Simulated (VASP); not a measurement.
Write the native input for VASP 6.6.1 that does the following.

* Task: single point
* Functional: PBE
* Potentials or basis: VASP PAW PBE potentials, release 64 (Hf_pv, B)
* Cutoff: 520 eV
* k mesh: 14 × 14 × 14
* Occupations: gaussian, width 0.1 eV
* Spin: no spin polarisation
* Dipole correction: no
* Further INCAR settings: ALGO = Normal; EDIFF = 1e-06; NBANDS = 18

The structure of HfB3 lies in POSCAR:

```
HfB3
1.0
    3.3918676537      0.0000000000      0.0000000000
    0.0000000000      3.3918676537      0.0000000000
    0.0000000000      0.0000000000      3.3918676537
Hf B
1 3
Direct
    0.0000000000      0.0000000000      0.0000000000
    0.0000000000      0.5000000000      0.5000000000
    0.5000000000      0.0000000000      0.5000000000
    0.5000000000      0.5000000000      0.0000000000
```

These files were run (other wordings do the same):

INCAR

```
ALGO = Normal
EDIFF = 1E-6
ENCUT = 520
GGA = PE
ISIF = 2
ISMEAR = 0
LASPH = True
LCHARG = True
LELF = True
LREAL = False
LVHAR = True
LWAVE = False
NBANDS = 18
NELM = 60
PREC = Accurate
SIGMA = 0.1
```

KPOINTS

```
k-points
0
Gamma
  14 14 14
```

Potentials or basis: VASP PAW PBE potentials, release 64 (Hf_pv, B).

The run is started by

```sh
$ cat potpaw_PBE.64/Hf_pv/POTCAR potpaw_PBE.64/B/POTCAR > POTCAR
$ mpirun -np 1 vasp_std > vasp.out
```

Results of the run:

- Pressure: 0.9 GPa

It took 65 s on 1 thread of Intel(R) Xeon(R) Platinum 8259CL CPU @ 2.50GHz (Skylake/Cascade Lake), with other jobs on the host, peak memory 0.21 GiB.
